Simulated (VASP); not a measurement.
Runs of VASP 6.6.1 on Mo. The structure is that of space group P6/mmm (No. 191), or close to it. The cells are those of the table. 

```tsv
cell	gap on the mesh (eV)	pressure (GPa)
a = 2.653, b = 2.653, c = 2.555 Å, angles 90.0, 90.0, 120.0°, 1 atom	none	(b)
a = 2.694, b = 2.694, c = 2.479 Å, angles 90.0, 90.0, 120.0°, 1 atom	none	19.1
a = 2.736, b = 2.736, c = 2.517 Å, angles 90.0, 90.0, 120.0°, 1 atom	none	7.3
a = 2.694, b = 2.694, c = 2.594 Å, angles 90.0, 90.0, 120.0°, 1 atom	none	8.2
a = 2.818, b = 2.818, c = 2.632 Å, angles 90.0, 90.0, 120.0°, 1 atom	none	(a)
```

Alike in all rows: task single point; level PBE; potentials or basis VASP PAW PBE potentials, release 64 (Mo_sv); no spin polarisation; k mesh 21 × 21 × 18; cutoff (eV) 520; smearing gaussian 0.15 eV.

Task: Estimate the missing entries.

Result: (a) -12.7; (b) 20.1.

A k mesh can miss the band edges, and the runs leave out spin-orbit coupling on Mo.

A gap of «none» marks levels without a gap at the run's occupations.
